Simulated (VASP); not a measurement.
Set up this calculation in VASP 6.6.1, as the native input.

```yaml
Task: relaxation of cell and atoms
Functional: PBE
Potentials_or_basis: VASP PAW PBE potentials, release 64 (Mn_pv, Ni)
Cutoff: 600 eV
k_mesh: 6 × 6 × 6
Occupations: gaussian, width 0.1 eV
Spin: collinear spin, ferromagnetic start
Starting_moments: "[2.1, 2.1, 0.47] μB"
Dipole_correction: no
Further_INCAR_settings: ALGO = Normal; EDIFF = 1e-06; IBRION = 2; EDIFFG = -0.04; NSW = 90; ISIF = 3
```

The structure of Mn2Ni lies in POSCAR:

```
Mn2Ni
1.0
    0.0000000000      2.5968205589      2.5968205589
    2.5968205589      0.0000000000      2.5968205589
    2.5968205589      2.5968205589      0.0000000000
Mn Ni
2 1
Direct
    0.2500000000      0.2500000000      0.2500000000
    0.7500000000      0.7500000000      0.7500000000
    0.0000000000      0.0000000000      0.0000000000
```

One way to write it, as run:

INCAR

```
SYSTEM = Mn2Ni
PREC = Accurate
ENCUT = 600
EDIFF = 1E-6
ISMEAR = 0
SIGMA = 0.1
LREAL = .FALSE.
LASPH = .TRUE.
NELM = 150
ALGO = Normal
ISIF = 3
LWAVE = .FALSE.
LCHARG = .FALSE.
ISPIN = 2
MAGMOM = 2.1 2.1 0.47
LORBIT = 11
LMAXMIX = 4
GGA = PE
IBRION = 2
NSW = 90
EDIFFG = -0.04
```

KPOINTS

```
regular mesh
0
G
  6 6 6
  0 0 0
```

Potentials or basis: VASP PAW PBE potentials, release 64 (Mn_pv, Ni).

The run is started by

```bash
$ cat potpaw_PBE.64/Mn_pv/POTCAR potpaw_PBE.64/Ni/POTCAR > POTCAR
$ mpirun -np 1 vasp_std > vasp.out
```

Results of the run:

```
Relaxed volume                                        : 15.31 Å³/atom
Relaxed cell                                          : a = 4.020 Å, b = 4.020 Å, c = 4.020 Å, α = 60.00°, β = 60.00°, γ = 60.00°
Space group after relaxing (to 0.1 Å)                 : Fm-3m (No. 225)
Energy gained by relaxing                             : 382.6 meV/atom
Ionic steps                                           : 4
Pressure after relaxing                               : 0.0 GPa
Net moment                                            : 8.06 μB per cell
Site moments                                          : Mn +3.58; Ni +0.62 μB
Valence electrons inside the program's atomic spheres : Mn 11.54; Ni 9.42
```

Caveat: the volume moved by over 15 % at a fixed basis, so the end points are rough.

Wall time 6.9 min on 1 thread of Intel Xeon 8259CL, with other jobs on the host, peak memory 0.21 GiB.
